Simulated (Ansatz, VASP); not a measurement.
MgO: VASP beside Ansatz

INCAR

```
SYSTEM = MgO
  ALGO = Normal
  EDIFF = 1E-6
  ENCUT = 600
  GGA = PE
  GGA_COMPAT = .FALSE.
  ISIF = 2
  ISMEAR = 0
  LASPH = .TRUE.
  LCHARG = .TRUE.
  LELF = .TRUE.
  LREAL = .FALSE.
  LVHAR = .TRUE.
  LWAVE = .FALSE.
  NBANDS = 11
  NELM = 120
  PREC = Accurate
  SIGMA = 0.15
```

File KPOINTS:

```
k-points
0
G
  8 8 8
  0 0 0
```

File POSCAR:

```
MgO
1.0
    0.0000000000      2.1496500000      2.1496500000
    2.1496500000      0.0000000000      2.1496500000
    2.1496500000      2.1496500000      0.0000000000
Mg O
1 1
Direct
    0.0000000000      0.0000000000      0.0000000000
    0.5000000000      0.5000000000      0.5000000000
```

Input for Ansatz:

```yaml
crystal:
  lattice:
    - [0.0, 2.14965, 2.14965]
    - [2.14965, 0.0, 2.14965]
    - [2.14965, 2.14965, 0.0]
  atoms:
    - { symbol: Mg, position: [0.0, 0.0, 0.0] }
    - { symbol: O, position: [0.5, 0.5, 0.5] }
hamiltonian:
  xc: pbe
  pseudopotentials: { kind: paw }
basis:
  ecutwfc: 420
kpoints:
  mp_grid: { grid: [8, 8, 8] }
scf:
  occupations: { method: gaussian, width: 0.15 }
  lower_state_search: "off"
  max_iter: 50
output:
  forces: true
  stress: true
```

Alike in both runs: task single point; functional PBE; k mesh 8 × 8 × 8; occupations gaussian, width 0.15 eV; no spin polarisation.

|  | VASP | Ansatz |
| --- | --- | --- |
| version | VASP 6.6.1 | Ansatz 0.2.0 |
| potentials or method | VASP PAW PBE potentials, release 64 (Mg, O), cutoff 600 eV | PAW, plane waves, scalar-relativistic |
| valence electrons in the cell | 8 | 16 |

```tsv
	VASP	Ansatz	Ansatz less VASP
pressure (GPa)	-5.5	-4.5	+1.01
```

VASP's potentials hold 8 valence electrons a cell and Ansatz's 16, so a difference there can come from the potentials and not from the codes.
